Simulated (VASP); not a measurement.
# MnO (Manganosite): single point with PBE

Crystal: MnO (Manganosite).

```
Mn O
1.0
     0.00000    2.07809    2.07809
     2.07809    0.00000    2.07809
     2.07809    2.07809    0.00000
Mn O
1 1
Direct
  0.00000 0.00000 0.00000
  0.50000 0.50000 0.50000
```

This cell differs from its parent crystal: volume scaled by 1.040.

```
Program             : VASP 6.6.1
Task                : single point
Functional          : PBE
Potentials or basis : VASP PAW PBE potentials, release 64 (Mn_pv, O)
Cutoff              : 520 eV
k mesh              : 14 × 14 × 14
Occupations         : gaussian, width 0.05 eV
Spin                : no spin polarisation
```

```json
{
  "Pressure": "-8.1 GPa"
}
```

Levels at points of the mesh, in eV from the Fermi level:
| k point | band 7 | band 8 | band 9 | band 10 | band 11 | band 12 | band 13 | band 14 |
| --- | --- | --- | --- | --- | --- | --- | --- | --- |
| (0.00, 0.00, 0.00) | -4.60 | -1.62 | -1.62 | -1.62 | -0.87 | -0.87 | 1.42 | 15.42 |
| (0.50, 0.00, 0.00) | -6.85 | -0.21 | -0.21 | 0.04 | 2.31 | 2.31 | 4.86 | 10.44 |
| (0.50, 0.50, 0.00) | -5.73 | -3.29 | -0.19 | 0.26 | 0.26 | 0.48 | 7.87 | 9.63 |

Wall time 36 s on 1 thread of Intel Xeon 8259CL (shared host), peak memory 0.16 GiB.

Caveat: an odd number of electrons without spin polarisation forces a metal; a magnetic or distorted state may lie lower; the run has no spin polarisation, though such a crystal can be magnetic; semilocal functionals often make such compounds metallic where correlation or magnetic order opens a gap, which also shifts bond lengths. Spin polarisation is off, so any magnetic state and its effect on volume and gap are missing.
